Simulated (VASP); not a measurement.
# AlN (P6_3mc) in VASP: further runs, part 2 of 2

VASP 6.6.1. Earlier steps stand in the parts before.

**3. Relaxation of shape and atoms at fixed volume, r2SCAN (volume scaled by 1.10)**

POSCAR reads:

```
AlN
1.0
    3.2035430104      0.0000000000      0.0000000000
   -1.6017715052      2.7743496291      0.0000000000
    0.0000000000      0.0000000000      5.1502114069
Al N
2 2
Direct
    0.3333333333      0.6666666667     -0.0004345014
    0.6666666667      0.3333333333      0.4995654986
    0.3333333333      0.6666666667      0.3804345014
    0.6666666667      0.3333333333      0.8804345014
```

INCAR.step1 reads:

```
SYSTEM = AlN
PREC = Accurate
ENCUT = 600
ISMEAR = 0
SIGMA = 0.02
LREAL = .False.
LASPH = .True.
NELM = 60
GGA = PE
ALGO = Normal
EDIFF = 1E-4
LWAVE = .True.
LCHARG = .False.
```

INCAR.step2 reads:

```
SYSTEM = AlN
PREC = Accurate
ENCUT = 600
EDIFF = 1E-6
ISMEAR = 0
SIGMA = 0.02
LREAL = .False.
LASPH = .True.
NELM = 60
ALGO = Normal
ISIF = 4
LWAVE = .False.
LCHARG = .False.
METAGGA = R2SCAN
LMIXTAU = .True.
IBRION = 2
NSW = 50
EDIFFG = -0.01
ISTART = 1
```

KPOINTS reads:

```
regular mesh
0
Gamma
  12 12 6
  0 0 0
```

Potentials or basis: VASP PAW PBE potentials, release 64 (Al, N).

The run is started by

```
cat potpaw_PBE.64/Al/POTCAR potpaw_PBE.64/N/POTCAR > POTCAR
cp INCAR.step1 INCAR
mpirun -np 1 vasp_std > vasp.out
cp INCAR.step2 INCAR
mpirun -np 1 vasp_std > vasp.out
```

OUTCAR:

```text
SYSTEM = AlN
   PREC = Accurate
   ENCUT = 600
   EDIFF = 1E-6
   ISMEAR = 0
   LREAL = .False.
   LASPH = .True.
   NELM = 60
   ISIF = 4
   METAGGA = R2SCAN
   IBRION = 2
   NSW = 50
   EDIFFG = -0.01
   ISTART = 1

 ion  position               nearest neighbor table
   1  0.333  0.667  1.000-   4 1.95   4 1.95   4 1.95   3 1.96   2 3.17   2 3.17   2 3.17   2 3.17
                             2 3.17   2 3.17
   2  0.667  0.333  0.500-   3 1.95   3 1.95   3 1.95   4 1.96   1 3.17   1 3.17   1 3.17   1 3.17
                             1 3.17   1 3.17
   3  0.333  0.667  0.380-   2 1.95   2 1.95   2 1.95   1 1.96
   4  0.667  0.333  0.880-   1 1.95   1 1.95   1 1.95   2 1.96

  LATTYP: Found a hexagonal cell.
 ALAT       =     3.2035430104
 C/A-ratio  =     1.6076610772

  Lattice vectors:

 A1 = (   3.2035430104,   0.0000000000,   0.0000000000)
 A2 = (  -1.6017715052,   2.7743496291,   0.0000000000)
 A3 = (   0.0000000000,   0.0000000000,   5.1502114069)

Analysis of symmetry for initial positions (statically):
=====================================================================
 Subroutine PRICEL returns:
 Original cell was already a primitive cell.

 Routine SETGRP: Setting up the symmetry group for a
 hexagonal supercell.

 Subroutine GETGRP returns: Found 12 space group operations
 (whereof  6 operations were pure point group operations)
 out of a pool of 24 trial point group operations.

The static configuration has the point symmetry C_3v.
 The point group associated with its full space group is C_6v.

Analysis of symmetry for dynamics (positions and initial velocities):
=====================================================================
 Subroutine PRICEL returns:
 Original cell was already a primitive cell.

 Routine SETGRP: Setting up the symmetry group for a
 hexagonal supercell.

 Subroutine GETGRP returns: Found 12 space group operations
 (whereof  6 operations were pure point group operations)
 out of a pool of 24 trial point group operations.

The dynamic configuration has the point symmetry C_3v.
 The point group associated with its full space group is C_6v.

 Subroutine INISYM returns: Found 12 space group operations
 (whereof  6 operations are pure point group operations),
 and found     1 'primitive' translations

----------------------------------------------------------------------------------------

                                     Primitive cell

  volume of cell :      45.7738

  direct lattice vectors                    reciprocal lattice vectors
     3.203543010  0.000000000  0.000000000     0.312154386  0.180222419  0.000000000
    -1.601771505  2.774349629  0.000000000     0.000000000  0.360444837  0.000000000
     0.000000000  0.000000000  5.150211407     0.000000000  0.000000000  0.194166787

  length of vectors
     3.203543010  3.203543010  5.150211407     0.360444837  0.360444837  0.194166787

  position of ions in fractional coordinates (direct lattice)
     0.333333333  0.666666667  0.999565499
     0.666666667  0.333333333  0.499565499
     0.333333333  0.666666667  0.380434501
     0.666666667  0.333333333  0.880434501

[... 124 lines left out ...]
  ext. energy  EPLUGINS =         0.00000000
  ---------------------------------------------------
  free energy    TOTEN  =       -38.21479847 eV

  energy without entropy =      -38.21479847  energy(sigma->0) =      -38.21479847

------------------------ aborting loop because EDIFF is reached ----------------------------------------

  FORCE on cell =-STRESS in cart. coord.  units (eV):
  Direction    XX          YY          ZZ          XY          YZ          ZX
  --------------------------------------------------------------------------------------
  -------------------------------------------------------------------------------------
  Total       -4.8998886     -4.8998886     -4.7989938      0.0000000      0.0000000     -0.0000000
  in kB     -171.5062625   -171.5062625   -167.9747350      0.0000000      0.0000000     -0.0000000
  external PRESSURE =    -170.3290867 kB  Pullay stress =       0.0000000 kB

 VOLUME and BASIS-vectors are now :
 -----------------------------------------------------------------------------
  energy-cutoff  :      600.00
  volume of cell :       45.77
      direct lattice vectors                 reciprocal lattice vectors
     3.203543010  0.000000000  0.000000000     0.312154386  0.180222419  0.000000000
    -1.601771505  2.774349629  0.000000000     0.000000000  0.360444837  0.000000000
     0.000000000  0.000000000  5.150211407     0.000000000  0.000000000  0.194166787

 POSITION                                       TOTAL-FORCE (eV/Angst)
 -----------------------------------------------------------------------------------
     -0.00000      1.84957      5.14797        -0.000000     -0.000000      0.019978
      1.60177      0.92478      2.57287         0.000000      0.000000      0.019978
     -0.00000      1.84957      1.95932        -0.000000     -0.000000     -0.019978
      1.60177      0.92478      4.53442         0.000000      0.000000     -0.019978
 -----------------------------------------------------------------------------------
    total drift:                               -0.000000      0.000000      0.022453

  FREE ENERGIE OF THE ION-ELECTRON SYSTEM (eV)
  ---------------------------------------------------
  free  energy   TOTEN  =       -38.2147984740 eV

  energy  without entropy=      -38.2147984740  energy(sigma->0) =      -38.21479847

--------------------------------------- Ionic step        2  -------------------------------------------

 number of electron      15.9999998 magnetization

 Free energy of the ion-electron system (eV)
  ---------------------------------------------------
  ext. energy  EPLUGINS =         0.00000000
  ---------------------------------------------------
  free energy    TOTEN  =       -38.21490674 eV

  energy without entropy =      -38.21490674  energy(sigma->0) =      -38.21490674

 E-fermi :   5.0951     XC(G=0): -10.9910

 val. band max:        5.0150746805   @ k =   0.0000   0.0000   0.0000
 cond. band min:       9.0994003773   @ k =   0.0000   0.0000   0.0000
 fundamental gap:      4.0843256968
 Fermi energy:         5.0951208364

 k-point     1 :       0.0000    0.0000    0.0000
  band No.  band energies     occupation
      1     -10.3798      2.00000
      2      -8.5544      2.00000
      3      -0.6215      2.00000
      4       4.2298      2.00000
      5       4.2298      2.00000
      6       4.8553      2.00000
      7       4.8553      2.00000
      8       5.0151      2.00000
      9       9.0994      0.00000
     10      11.7687      0.00000
     11      15.8214      0.00000
     12      16.4186      0.00000
[... 331 lines left out ...]
 k-point    24 :       0.3333    0.0000    0.1667
  band No.  band energies     occupation
      1      -9.2147      2.00000
      2      -8.1896      2.00000
      3       0.3876      2.00000
      4       1.2653      2.00000
      5       1.8635      2.00000
      6       3.3657      2.00000
      7       4.2743      2.00000
      8       4.4102      2.00000
      9      11.1572      0.00000
     10      12.0573      0.00000
     11      13.6187      0.00000
     12      15.3910      0.00000

 [... further k-points ...]
[... 5 lines left out ...]
  --------------------------------------------------------------------------------------
  -------------------------------------------------------------------------------------
  Total       -4.8711191     -4.8711191     -4.8468771      0.0000000      0.0000000      0.0000000
  in kB     -170.4992692   -170.4992692   -169.6507514      0.0000000      0.0000000      0.0000000
  external PRESSURE =    -170.2164300 kB  Pullay stress =       0.0000000 kB

 VOLUME and BASIS-vectors are now :
 -----------------------------------------------------------------------------
  energy-cutoff  :      600.00
  volume of cell :       45.77
      direct lattice vectors                 reciprocal lattice vectors
     3.202244118  0.000000000 -0.000000000     0.312281001  0.180295520  0.000000000
    -1.601122059  2.773224755  0.000000000     0.000000000  0.360591041  0.000000000
    -0.000000000  0.000000000  5.154390306     0.000000000 -0.000000000  0.194009367

 POSITION                                       TOTAL-FORCE (eV/Angst)
 -----------------------------------------------------------------------------------
     -0.00000      1.84882      5.15312        -0.000000     -0.000000      0.008170
      1.60112      0.92441      2.57592        -0.000000      0.000000      0.008170
     -0.00000      1.84882      1.95994         0.000000      0.000000     -0.008170
      1.60112      0.92441      4.53714         0.000000     -0.000000     -0.008170
 -----------------------------------------------------------------------------------
    total drift:                               -0.000000      0.000000      0.022452

  FREE ENERGIE OF THE ION-ELECTRON SYSTEM (eV)
  ---------------------------------------------------
  free  energy   TOTEN  =       -38.2149067395 eV

  energy  without entropy=      -38.2149067395  energy(sigma->0) =      -38.21490674

 reached required accuracy - stopping structural energy minimisation
```

Wall time 8 min (1 thread of Oxide Virtual Turin-like, shared host); peak memory 0.18 GiB.

Results:

- Free energy: -38.2149 eV
- Energy gained by relaxing: 0.0 meV/atom
- Ionic steps: 2
- Pressure after relaxing: -17.0 GPa
- Largest force after relaxing: 0.008 eV/Å
- Band gap on the k mesh: 4.08 eV, direct

Forces on the atoms (eV/Å):
```
Al   0.000  0.000  0.008
Al   0.000  0.000  0.008
N    0.000  0.000 -0.008
N    0.000  0.000 -0.008
```

The path:
```csv
step,energy change (eV),largest force (eV/Å),pressure (GPa),volume (Å³)
1,0.0000,0.0200,-17.03,45.77
2,-0.0001,0.0082,-17.02,45.77
```

Final structure:
```
CELL_PARAMETERS angstrom
3.20224 0.00000 0.00000
-1.60112 2.77322 0.00000
0.00000 0.00000 5.15439
ATOMIC_POSITIONS crystal
Al 0.33333 0.66667 0.99975
Al 0.66667 0.33333 0.49975
N 0.33333 0.66667 0.38025
N 0.66667 0.33333 0.88025
```

Levels at points of the mesh, in eV from the valence-band top:
| k point | band 4 | band 5 | band 6 | band 7 | band 8 | band 9 | band 10 | band 11 | band 12 |
| --- | --- | --- | --- | --- | --- | --- | --- | --- | --- |
| (0.00, 0.00, 0.00) | -0.79 | -0.79 | -0.16 | -0.16 | 0.00 | 4.08 | 6.75 | 10.81 | 11.40 |
| (0.50, 0.00, 0.00) | -3.98 | -3.14 | -1.96 | -1.62 | -0.65 | 6.21 | 6.25 | 8.22 | 10.56 |
| (0.00, 0.00, 0.50) | -3.21 | -0.48 | -0.48 | -0.48 | -0.48 | 6.44 | 6.44 | 10.52 | 10.52 |
| (0.50, 0.00, 0.50) | -5.27 | -1.37 | -1.37 | -1.30 | -1.30 | 5.66 | 5.66 | 9.55 | 9.55 |

Caveat: the cell differs from its parent crystal (volume scaled by 1.10); the PAW data sets were made with another functional, which shifts forces and pressure a little. A k mesh can miss the band edges.
